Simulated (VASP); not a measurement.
# ZnS in VASP: single point with PBE

Aim: the single point of ZnS with PBE.

Everything below comes from runs of VASP 6.6.1. Logs are shortened: lines on timing, memory, paths and dates and some standing lists are left out, and cuts for length are marked.

**1. The cell of the first run**

The cell holds a slab with vacuum, 12 atoms: a = 3.848 Å, b = 5.442 Å, c = 24.621 Å, α = 90.00°, β = 90.00°, γ = 90.00°.

**2. Single point, PBE**

INCAR reads:

```
SYSTEM = ZnS
PREC     = Accurate       ! precision mode
ENCUT    = 520            ! plane-wave cutoff, eV
EDIFF    = 1E-6           ! SCF threshold, eV
ISMEAR   = 0              ! smearing method
SIGMA    = 0.05           ! smearing width, eV
LREAL    = .False.        ! projectors in reciprocal space
LASPH    = .True.         ! aspherical terms in the spheres
NELM     = 80             ! most SCF steps
ALGO     = Normal         ! electronic algorithm
ISIF     = 2              ! what is computed and relaxed
LWAVE    = .False.        ! write WAVECAR
LCHARG   = .False.        ! write CHGCAR
LDIPOL   = .True.       
IDIPOL   = 3            
DIPOL    = 0.5 0.5 0.500
GGA      = PE             ! functional
NBANDS   = 66             ! bands
```

KPOINTS reads:

```
Automatic mesh
0
Gamma
  7 5 1
  0 0 0
```

POSCAR reads:

```
ZnS
1.0
    3.8482933217      0.0000000000      0.0000000000
    0.0000000000      5.4423086076      0.0000000000
    0.0000000000      0.0000000000     24.6207333043
Zn S
6 6
Direct
    0.5000000000      0.4464422164      0.3222317445
    0.0000000000      0.0152373228      0.3784466298
    0.5000000000      0.5128254723      0.4627842829
    0.0000000000      0.0128254681      0.5372157170
    0.5000000000      0.5152372618      0.6215533684
    0.0000000000     -0.0535578094      0.6777682558
    0.0000000000      0.2496312895      0.2990632734
    0.5000000000      0.7645134123      0.3837974485
    0.0000000000      0.2613503878      0.4595058777
    0.5000000000      0.7613503754      0.5404941215
    0.0000000000      0.2645133638      0.6162025523
    0.5000000000      0.7496312393      0.7009367280
```

Potentials or basis: VASP PAW PBE potentials, release 64 (Zn, S).

Run with:

```console
$ cat potpaw_PBE.64/Zn/POTCAR potpaw_PBE.64/S/POTCAR > POTCAR
$ mpirun -np 1 vasp_std > vasp.out
```

OUTCAR:

```text
SYSTEM = ZnS
   PREC = Accurate
   ENCUT = 520
   EDIFF = 1E-6
   ISMEAR = 0
   LREAL = .False.
   LASPH = .True.
   NELM = 80
   ISIF = 2
   GGA = PE

 ion  position               nearest neighbor table
   1  0.500  0.446  0.322-   7 2.27   7 2.27   8 2.30
   2  0.000  0.015  0.378-   7 2.33   8 2.36   8 2.36   9 2.40
   3  0.500  0.513  0.463-  10 2.34   9 2.36   9 2.36   8 2.38
   4  0.000  0.013  0.537-   9 2.34  10 2.36  10 2.36  11 2.38
   5  0.500  0.515  0.622-  12 2.33  11 2.36  11 2.36  10 2.40
   6  0.000  0.946  0.678-  12 2.27  12 2.27  11 2.30
   7  0.000  0.250  0.299-   1 2.27   1 2.27   2 2.33
   8  0.500  0.765  0.384-   1 2.30   2 2.36   2 2.36   3 2.38
   9  0.000  0.261  0.460-   4 2.34   3 2.36   3 2.36   2 2.40
  10  0.500  0.761  0.540-   3 2.34   4 2.36   4 2.36   5 2.40
  11  0.000  0.265  0.616-   6 2.30   5 2.36   5 2.36   4 2.38
  12  0.500  0.750  0.701-   6 2.27   6 2.27   5 2.33

  LATTYP: Found a simple orthorhombic cell.
 ALAT       =     3.8482933217
 B/A-ratio  =     1.4142135624
 C/A-ratio  =     6.3978317779

  Lattice vectors:

 A1 = (   3.8482933217,   0.0000000000,   0.0000000000)
 A2 = (   0.0000000000,   5.4423086076,   0.0000000000)
 A3 = (   0.0000000000,   0.0000000000,  24.6207333043)

Analysis of symmetry for initial positions (statically):
=====================================================================
 Subroutine PRICEL returns:
 Original cell was already a primitive cell.

 Routine SETGRP: Setting up the symmetry group for a
 simple orthorhombic supercell.

 Subroutine GETGRP returns: Found  4 space group operations
 (whereof  2 operations were pure point group operations)
 out of a pool of  8 trial point group operations.

The static configuration has the point symmetry C_1h.
 The point group associated with its full space group is C_2v.

Analysis of symmetry for dynamics (positions and initial velocities):
=====================================================================
 Subroutine PRICEL returns:
 Original cell was already a primitive cell.

 Routine SETGRP: Setting up the symmetry group for a
 simple orthorhombic supercell.

 Subroutine GETGRP returns: Found  4 space group operations
 (whereof  2 operations were pure point group operations)
 out of a pool of  8 trial point group operations.

The dynamic configuration has the point symmetry C_1h.
 The point group associated with its full space group is C_2v.

 Subroutine INISYM returns: Found  4 space group operations
 (whereof  2 operations are pure point group operations),
 and found     1 'primitive' translations

----------------------------------------------------------------------------------------

                                     Primitive cell

  volume of cell :     515.6468

  direct lattice vectors                    reciprocal lattice vectors
     3.848293322  0.000000000  0.000000000     0.259855452  0.000000000  0.000000000
     0.000000000  5.442308608  0.000000000     0.000000000  0.183745552  0.000000000
     0.000000000  0.000000000 24.620733304     0.000000000  0.000000000  0.040616174

  length of vectors
     3.848293322  5.442308608 24.620733304     0.259855452  0.183745552  0.040616174

  position of ions in fractional coordinates (direct lattice)
     0.500000000  0.446442216  0.322231745
     0.000000000  0.015237323  0.378446630
     0.500000000  0.512825472  0.462784283
     0.000000000  0.012825468  0.537215717
     0.500000000  0.515237262  0.621553368
     0.000000000  0.946442191  0.677768256
     0.000000000  0.249631290  0.299063273
     0.500000000  0.764513412  0.383797448
     0.000000000  0.261350388  0.459505878
     0.500000000  0.761350375  0.540494121
     0.000000000  0.264513364  0.616202552
     0.500000000  0.749631239  0.700936728

  ion indices of the primitive-cell ions
   primitive index   ion index
                 1           1
                 2           2
                 3           3
                 4           4
                 5           5
                 6           6
                 7           7
                 8           8
                 9           9
                10          10
                11          11
                12          12

----------------------------------------------------------------------------------------

 KPOINTS: Automatic mesh

Automatic generation of k-mesh.
 Grid dimensions read from file:
 generate k-points for:    7    5    1

 Generating k-lattice:

  Cartesian coordinates                     Fractional coordinates (reciprocal lattice)
     0.037122207  0.000000000  0.000000000     0.142857143  0.000000000  0.000000000
     0.000000000  0.036749110  0.000000000     0.000000000  0.200000000  0.000000000
     0.000000000  0.000000000  0.040616174     0.000000000  0.000000000  1.000000000

  Length of vectors
     0.037122207  0.036749110  0.040616174

  Shift w.r.t. Gamma in fractional coordinates (k-lattice)
     0.000000000  0.000000000  0.000000000

 Subroutine IBZKPT returns following result:
 ===========================================

 Found     12 irreducible k-points:

 Following reciprocal coordinates:
            Coordinates               Weight
  0.000000  0.000000  0.000000      1.000000
  0.142857  0.000000  0.000000      2.000000
  0.285714  0.000000  0.000000      2.000000
  0.428571  0.000000  0.000000      2.000000
  0.000000  0.200000  0.000000      2.000000
  0.142857  0.200000  0.000000      4.000000
  0.285714  0.200000  0.000000      4.000000
  0.428571  0.200000  0.000000      4.000000
  0.000000  0.400000  0.000000      2.000000
  0.142857  0.400000  0.000000      4.000000
  0.285714  0.400000  0.000000      4.000000
  0.428571  0.400000  0.000000      4.000000
   k-points           NKPTS =     12   k-points in BZ     NKDIM =     12   number of bands    NBANDS=     66
   number of dos      NEDOS =    301   number of ions     NIONS =     12
   total plane-waves  NPLWV = 230400
   dimension x,y,z NGX =    30 NGY =   40 NGZ =  192
   dimension x,y,z NGXF=    60 NGYF=   80 NGZF=  384
   ions per type =               6   6
   NGX,Y,Z   is equivalent  to a cutoff of  12.96, 12.22, 12.96 a.u.
   NGXF,Y,Z  is equivalent  to a cutoff of  25.92, 24.44, 25.93 a.u.
 SYSTEM =  ZnS
   PREC   = accura    normal or accurate (medium, high low for compatibility)
   ISTART =      0    job   : 0-new  1-cont  2-samecut
   ICHARG =      2    charge: 1-file 2-atom 10-const
   ISPIN  =      1    spin polarized calculation?
   LNONCOLLINEAR =      F non collinear calculations
   LSORBIT =      F    spin-orbit coupling
   LASPH  =      T    aspherical Exc in radial PAW
   ENCUT  =  520.0 eV  38.22 Ry    6.18 a.u.   7.16 10.12 45.78*2*pi/ulx,y,z
   NELM   =     80;   NELMIN=  2; NELMDL= -5     # of ELM steps
   EDIFF  = 0.1E-05   stopping-criterion for ELM
   LREAL  =      F    real-space projection
   EDIFFG = 0.1E-04   stopping-criterion for IOM
   NSW    =      0    number of steps for IOM
   IBRION =     -1    ionic relax: 0-MD 1-quasi-New 2-CG
   NFREE  =      0    steps in history (QN), initial steepest desc. (CG)
   ISIF   =      2    stress and relaxation
   ISYM   =      2    0-nonsym 1-usesym 2-fastsym
   POTIM  = 0.5000    time-step for ionic-motion
   TEBEG  =    0.0;   TEEND  =   0.0 temperature during run
   PSTRESS=    0.0 pullay stress
   NELECT =     108.0000    total number of electrons
   NUPDOWN=      -1.0000    fix difference up-down
   EMIN   =  10.00;   EMAX   =-10.00  energy-range for DOS
   EFERMI =   0.00;   METHOD = LEGACY
   ISMEAR =     0;   SIGMA  =   0.05  broadening in eV -4-tet -1-fermi 0-gaus
   EFERMI_NEDOS =   21; number of points for ismear=-14 and -15
   IALGO  =     38    algorithm
   IMIX   =      4    mixing-type and parameters
     AMIX     =   0.40;   BMIX     =  1.00
     AMIX_MAG =   1.60;   BMIX_MAG =  1.00
  volume/ion in A,a.u.               =      42.97       289.98
  Fermi-wavevector in a.u.,A,eV,Ry     =   0.972222  1.837233 12.860431  0.945215
  Thomas-Fermi vector in A             =   2.102503
   LORBIT       =      0    0 simple, 1 ext, 2 COOP (PROOUT), +10 PAW based schemes
   GGA     = PE    functional components
   LHFCALC =     F    Hartree Fock is set to
   AEXX    =    0.0000 exact exchange contribution
   IVDW    =     0    specifies the selected vdW correction
   LEPSILON=     F    determine dielectric tensor
   LRPA    =     F    only Hartree local field effects (RPA)
 non-spin polarized calculation
 Gauss-broadening in eV      SIGMA  =   0.05
  energy-cutoff  :      520.00
  volume of cell :      515.65
 maximum number of plane-waves:     13938
 NGX is ok and might be reduce to    30
   NGX = 15   NGY = 21   NGZ = 91

 dipolmoment           0.000000      0.000000     -0.000000 electrons x Angstroem

 number of electron     107.9999961 magnetization

 dipolmoment           0.000000      0.000000      0.000000 electrons x Angstroem

 Free energy of the ion-electron system (eV)
  ---------------------------------------------------
  ext. energy  EPLUGINS =         0.00000000
  ---------------------------------------------------
  free energy    TOTEN  =       -40.03938813 eV

  energy without entropy =      -40.03938813  energy(sigma->0) =      -40.03938813

 E-fermi :  -2.0864     XC(G=0):  -4.9852

 val. band max:       -2.3416427176   @ k =   0.0000   0.0000   0.0000
 cond. band min:      -0.0370871998   @ k =   0.0000   0.0000   0.0000
 fundamental gap:      2.3045555178
 Fermi energy:        -2.0863648070

 k-point     1 :       0.0000    0.0000    0.0000
  band No.  band energies     occupation
      1     -15.2075      2.00000
      2     -14.9283      2.00000
      3     -14.4781      2.00000
      4     -14.1666      2.00000
      5     -14.0023      2.00000
      6     -13.9915      2.00000
[... 817 lines left out ...]
     65       4.3026      0.00000
     66       4.4120      0.00000

------------------------ aborting loop because EDIFF is reached ----------------------------------------

 vacuum level on the upper side and lower side of the slab       (xc-potential included)        -0.132        -0.132

  FORCE on cell =-STRESS in cart. coord.  units (eV):
  Direction    XX          YY          ZZ          XY          YZ          ZX
  --------------------------------------------------------------------------------------
  -------------------------------------------------------------------------------------
  Total       -0.6362459     -0.0385547      0.1133902      0.0000000      0.0000000      0.0000000
  in kB       -1.9768934     -0.1197942      0.3523172      0.0000000      0.0000000      0.0000000
  external PRESSURE =      -0.5814568 kB  Pullay stress =       0.0000000 kB

 VOLUME and BASIS-vectors are now :
 -----------------------------------------------------------------------------
  energy-cutoff  :      520.00
  volume of cell :      515.65
      direct lattice vectors                 reciprocal lattice vectors
     3.848293322  0.000000000  0.000000000     0.259855452  0.000000000  0.000000000
     0.000000000  5.442308608  0.000000000     0.000000000  0.183745552  0.000000000
     0.000000000  0.000000000 24.620733304     0.000000000  0.000000000  0.040616174

 POSITION                                       TOTAL-FORCE (eV/Angst)
 -----------------------------------------------------------------------------------
      1.92415      2.42968      7.93358         0.000000      0.002563      0.002490
      0.00000      0.08293      9.31763         0.000000      0.004393      0.012054
      1.92415      2.79095     11.39409         0.000000      0.006140      0.005390
      0.00000      0.06980     13.22664         0.000000      0.006140     -0.005390
      1.92415      2.80408     15.30310         0.000000      0.004393     -0.012054
      0.00000      5.15083     16.68715         0.000000      0.002563     -0.002490
      0.00000      1.35857      7.36316         0.000000     -0.009265     -0.022839
      1.92415      4.16072      9.44937         0.000000      0.006266     -0.004161
      0.00000      1.42235     11.31337         0.000000     -0.010098     -0.014713
      1.92415      4.14350     13.30736         0.000000     -0.010098      0.014713
      0.00000      1.43956     15.17136         0.000000      0.006266      0.004161
      1.92415      4.07972     17.25758         0.000000     -0.009265      0.022839
 -----------------------------------------------------------------------------------
    total drift:                                0.000000      0.001617      0.000016

  FREE ENERGIE OF THE ION-ELECTRON SYSTEM (eV)
  ---------------------------------------------------
  free  energy   TOTEN  =       -40.0393881311 eV

  energy  without entropy=      -40.0393881311  energy(sigma->0) =      -40.03938813

 vacuum level on the upper side and lower side of the slab         3.603         3.603
```

It took 9.4 min on 1 thread of Intel Xeon 6975P-C (Granite Rapids), shared host; peak memory 0.67 GiB.

Results:

```yaml
Free_energy: -40.0394 eV
Largest_force: 0.025 eV/Å
Band_gap_on_the_k_mesh: 2.30 eV
```

Forces on the atoms (eV/Å):
```
Zn   0.000  0.003  0.002
Zn   0.000  0.004  0.012
Zn   0.000  0.006  0.005
Zn   0.000  0.006 -0.005
Zn   0.000  0.004 -0.012
Zn   0.000  0.003 -0.002
S    0.000 -0.009 -0.023
S    0.000  0.006 -0.004
S    0.000 -0.010 -0.015
S    0.000 -0.010  0.015
S    0.000  0.006  0.004
S    0.000 -0.009  0.023
```
